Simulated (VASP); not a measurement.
Input of a VASP 6.6.1 run:

File INCAR:

```
SYSTEM = Ca
PREC = Accurate
ENCUT = 600
EDIFF = 1E-6
ISMEAR = -1
SIGMA = 0.05
LREAL = .FALSE.
LASPH = .TRUE.
NELM = 100
ALGO = Normal
ISIF = 3
LWAVE = .FALSE.
LCHARG = .FALSE.
GGA = PS
IBRION = 2
NSW = 100
EDIFFG = -0.005
```

KPOINTS

```
regular mesh
0
G
  10 10 5
  0 0 0
```

Contents of POSCAR:

```
Ca
1.0
    4.0834225607      0.0000000000      0.0000000000
   -2.0417112803      3.5363476720      0.0000000000
    0.0000000000      0.0000000000      6.6894259034
Ca
2
Direct
    0.3333333333      0.6666666667      0.2500000000
    0.6666666667      0.3333333333      0.7500000000
```

Potentials or basis: VASP PAW PBE potentials, release 64 (Ca_sv).

Run with:

```bash
$ cat potpaw_PBE.64/Ca_sv/POTCAR > POTCAR
$ mpirun -np 1 vasp_std > vasp.out
```

(1) Estimate the band gap on the k mesh.

(2) What does it give for the space group after relaxing (to 0.05 Å)?

Results:

(1) zero (band 10 reaches 2.22 eV, above the bottom of band 11 at 1.81 eV).

(2) P6_3/mmc (No. 194).
